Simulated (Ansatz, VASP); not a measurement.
## CdAg2 in VASP and in Ansatz

```xyz
3
Lattice="2.9323 0.0000 0.0000 -1.4661 2.5394 0.0000 0.0000 0.0000 20.7884" Properties=species:S:1:pos:R:3 pbc="T T T"
Ag    0.0000    0.8465    8.0170
Ag    1.4661    1.6930   12.7714
Cd    0.0000    2.5394   10.3942
```

Alike in both runs: task single point; functional PBE; k mesh 14 × 14 × 1; occupations fermi-dirac, width 0.05 eV; no spin polarisation.

|  | VASP | Ansatz |
| --- | --- | --- |
| version | VASP 6.6.1 | Ansatz 0.2.0 |
| potentials or method | VASP PAW PBE potentials, release 64 (Ag, Cd), cutoff 520 eV | all-electron LAPW, scalar-relativistic |

Ansatz gave:

```
rms of the force components (eV/Å) : 0.168
```

Which values does VASP return?

rms of the force components (eV/Å): 0.180.

Ansatz ran all-electron here, and VASP with PAW potentials.
